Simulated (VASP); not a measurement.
# MgCdSe (P4/mmm) in VASP: further runs, part 2 of 2

VASP 6.6.1.

### 3 Single point, PBE

This run uses another cell than the first one, of 30.67 Å³/atom.

INCAR reads:

```
SYSTEM = MgCdSe
PREC = Accurate ; ENCUT = 520
EDIFF = 1E-7 ; ISMEAR = 0
SIGMA = 0.1 ; LREAL = .FALSE.
LASPH = .TRUE. ; NELM = 100
ALGO = Normal ; ISIF = 2
LWAVE = .FALSE. ; LCHARG = .TRUE.
GGA = PE ; LELF = .TRUE.
LVHAR = .TRUE. ; NBANDS = 17
```

KPOINTS reads:

```
regular mesh
0
G
  4 4 4
  0 0 0
```

POSCAR reads:

```
MgCdSe
1.0
    3.9380153731      0.0000000000      0.0000000000
    0.0000000000      3.9380153731      0.0000000000
    0.0000000000      0.0000000000      5.9329614248
Mg Cd Se
1 1 1
Direct
    0.5000000000      0.5000000000      0.5000000000
    0.5000000000      0.5000000000      0.0000000000
    0.0000000000      0.0000000000      0.0000000000
```

Potentials or basis: VASP PAW PBE potentials, release 64 (Mg, Cd, Se).

The run is started by

```
cat potpaw_PBE.64/Mg/POTCAR potpaw_PBE.64/Cd/POTCAR potpaw_PBE.64/Se/POTCAR > POTCAR
mpirun -np 1 vasp_std > vasp.out
```

OUTCAR:

```text
SYSTEM = MgCdSe
   PREC = Accurate
   ENCUT = 520
   EDIFF = 1E-7
   ISMEAR = 0
   LREAL = .FALSE.
   LASPH = .TRUE.
   NELM = 100
   ISIF = 2
   GGA = PE

 ion  position               nearest neighbor table
   1  0.500  0.500  0.500-   2 2.97   2 2.97
   2  0.500  0.500  0.000-   3 2.78   3 2.78   3 2.78   3 2.78   1 2.97   1 2.97
   3  0.000  0.000  0.000-   2 2.78   2 2.78   2 2.78   2 2.78

  LATTYP: Found a simple tetragonal cell.
 ALAT       =     3.9380153731
 C/A-ratio  =     1.5065866592

[... 544 lines left out ...]

  FORCE on cell =-STRESS in cart. coord.  units (eV):
  Direction    XX          YY          ZZ          XY          YZ          ZX
  --------------------------------------------------------------------------------------
  -------------------------------------------------------------------------------------
  Total        0.0808837      0.0808837      0.1204211      0.0000000      0.0000000      0.0000000
  in kB        1.4084630      1.4084630      2.0969437      0.0000000      0.0000000      0.0000000
  external PRESSURE =       1.6379566 kB  Pullay stress =       0.0000000 kB

 VOLUME and BASIS-vectors are now :
 -----------------------------------------------------------------------------
  energy-cutoff  :      520.00
  volume of cell :       92.01
      direct lattice vectors                 reciprocal lattice vectors
     3.938015373  0.000000000  0.000000000     0.253935017  0.000000000  0.000000000
     0.000000000  3.938015373  0.000000000     0.000000000  0.253935017  0.000000000
     0.000000000  0.000000000  5.932961425     0.000000000  0.000000000  0.168549891

 POSITION                                       TOTAL-FORCE (eV/Angst)
 -----------------------------------------------------------------------------------
      1.96901      1.96901      2.96648         0.000000      0.000000      0.000000
      1.96901      1.96901      0.00000         0.000000      0.000000      0.000000
      0.00000      0.00000      0.00000         0.000000      0.000000      0.000000
 -----------------------------------------------------------------------------------
    total drift:                                0.000000      0.000000      0.000000

  FREE ENERGIE OF THE ION-ELECTRON SYSTEM (eV)
  ---------------------------------------------------
  free  energy   TOTEN  =        -5.4965619540 eV

  energy  without entropy=       -5.4941690202  energy(sigma->0) =       -5.49536549
```

stdout:

```text
POSCAR found type information on POSCAR MgCdSe
 POSCAR found :  3 types and       3 ions
 scaLAPACK will be used
 LDA part: xc-table for (Slater+PW92), standard interpolation
 POSCAR, INCAR and KPOINTS ok, starting setup
 FFT: planning ... GRIDC
 FFT: planning ... GRID_SOFT
 FFT: planning ... GRID
 WAVECAR not read
 entering main loop
```

It took 20 s on 1 thread of Intel Xeon Platinum 8488C (Sapphire Rapids), shared host; peak memory 0.21 GiB.

Results:

- Free energy: -5.4966 eV
- Pressure: 0.2 GPa
- Band gap on the k mesh: zero (bands 10 and 11 overlap by 0.25 eV)

Caveat: the k points lie up to 0.40 Å⁻¹ apart; semilocal functionals underestimate gaps, so a narrow gap can read as zero.

### 4 Relaxation of cell and atoms, PBE

INCAR reads:

```
PREC     = Accurate       # precision mode
ENCUT    = 600            # plane-wave cutoff, eV
EDIFF    = 1E-6           # SCF threshold, eV
ISMEAR   = 0              # smearing method
SIGMA    = 0.1            # smearing width, eV
LREAL    = False          # projectors in reciprocal space
LASPH    = True           # aspherical terms in the spheres
NELM     = 100            # most SCF steps
ALGO     = Normal         # electronic algorithm
ISIF     = 3              # what is computed and relaxed
LWAVE    = False          # write WAVECAR
LCHARG   = False          # write CHGCAR
GGA      = PE             # functional
IBRION   = 2              # ionic algorithm
NSW      = 90             # ionic steps
EDIFFG   = -0.04          # ionic threshold
```

KPOINTS reads:

```
Automatic mesh
0
Gamma
  4 4 4
```

POSCAR reads:

```
MgCdSe
1.0
    3.8445655600      0.0000000000      0.0000000000
    0.0000000000      3.8445655600      0.0000000000
    0.0000000000      0.0000000000      4.6633043800
Mg Cd Se
1 1 1
Direct
    0.5000000000      0.5000000000      0.5000000000
    0.5000000000      0.5000000000      0.0000000000
    0.0000000000      0.0000000000      0.0000000000
```

The run is started by

```
cat potpaw_PBE.64/Mg/POTCAR potpaw_PBE.64/Cd/POTCAR potpaw_PBE.64/Se/POTCAR > POTCAR
mpirun -np 1 vasp_std > vasp.out
```

Wall time 60 s (1 thread of Intel Xeon Platinum 8488C (Sapphire Rapids), shared host); peak memory 0.22 GiB.

The run converged. Its results:

- Free energy: -5.4896 eV
- Relaxed volume: 30.79 Å³/atom
- Relaxed cell: a = 3.945 Å, b = 3.945 Å, c = 5.934 Å, α = 90.00°, β = 90.00°, γ = 90.00°
- Space group after relaxing (to 0.1 Å): P4/mmm (No. 123)
- Energy gained by relaxing: 421.7 meV/atom
- Ionic steps: 8
- Pressure after relaxing: -0.1 GPa
- Band gap on the k mesh: zero (bands 10 and 11 overlap by 0.27 eV)

Stress tensor (GPa, compression positive):
```
-0.08  0.00  0.00
 0.00 -0.08  0.00
 0.00  0.00  0.00
```

The path:
| step | energy change (eV) | largest force (eV/Å) | pressure (GPa) | volume (Å³) |
| --- | --- | --- | --- | --- |
| 1 | 0.0000 | 0.0000 | 15.82 | 68.93 |
| 2 | -1.2000 | 0.0000 | -1.00 | 93.61 |
| 3 | -1.1998 | 0.0000 | -1.09 | 93.92 |
| 4 | -1.2477 | 0.0000 | -0.29 | 91.76 |
| 5 | -1.2586 | 0.0000 | 0.45 | 90.31 |
| 6 | -1.2588 | 0.0000 | 0.59 | 90.05 |
| 7 | -1.2640 | 0.0000 | 0.21 | 91.37 |
| 8 | -1.2651 | 0.0000 | -0.05 | 92.37 |

Final structure:
```
Mg Cd Se
1.0
     3.94544    0.00000    0.00000
     0.00000    3.94544    0.00000
     0.00000    0.00000    5.93377
Mg Cd Se
1 1 1
Direct
  0.50000 0.50000 0.50000
  0.50000 0.50000 0.00000
  0.00000 0.00000 0.00000
```

Levels at points of the mesh, in eV from the Fermi level:
| k point | band 7 | band 8 | band 9 | band 10 | band 11 | band 12 | band 13 | band 14 |
| --- | --- | --- | --- | --- | --- | --- | --- | --- |
| (0.00, 0.00, 0.00) | -3.08 | -2.98 | -1.84 | -1.84 | 0.37 | 2.68 | 5.35 | 6.07 |
| (0.50, 0.00, 0.00) | -5.57 | -1.55 | -0.29 | 0.01 | 0.44 | 0.50 | 4.12 | 4.48 |
| (0.50, 0.50, 0.00) | -3.99 | -3.99 | -2.46 | -1.24 | 1.85 | 2.38 | 2.38 | 3.14 |
| (0.00, 0.00, 0.50) | -4.26 | -1.82 | -1.82 | -1.56 | 0.07 | 4.86 | 4.89 | 5.73 |
| (0.50, 0.00, 0.50) | -5.38 | -2.07 | -1.90 | -0.28 | 2.19 | 3.07 | 3.08 | 5.08 |
| (0.50, 0.50, 0.50) | -3.93 | -3.93 | -2.02 | -1.47 | -0.25 | 1.66 | 1.66 | 5.66 |

Caveat: the k points lie up to 0.40 Å⁻¹ apart in the final cell; the volume moved by over 15 % at a fixed basis, so the end points are rough; semilocal functionals underestimate gaps, so a narrow gap can read as zero.

### 5 Overview

```tsv
task	cell	cutoff (eV)	gap on the mesh (eV)	pressure (GPa)
single point	a = 3.845, b = 3.845, c = 4.663 Å, 3 atoms	520	none	15.9
single point	a = 3.938, b = 3.938, c = 5.933 Å, 3 atoms	520	none	0.2
relaxation of cell and atoms	relaxed from a = 3.845, b = 3.845, c = 4.663 Å, 3 atoms	600	none	-0.1
```

Alike in all rows: level PBE; potentials or basis VASP PAW PBE potentials, release 64 (Mg, Cd, Se); no spin polarisation; k mesh 4 × 4 × 4; smearing gaussian 0.1 eV.

Caveats: all runs use coarse meshes; semilocal functionals underestimate gaps, so a narrow gap can read as zero (at least some runs); the volume moved by over 15 % at a fixed basis, so the end points are rough (at least some runs).

Absolute energies hang on the potentials; compare differences alone.
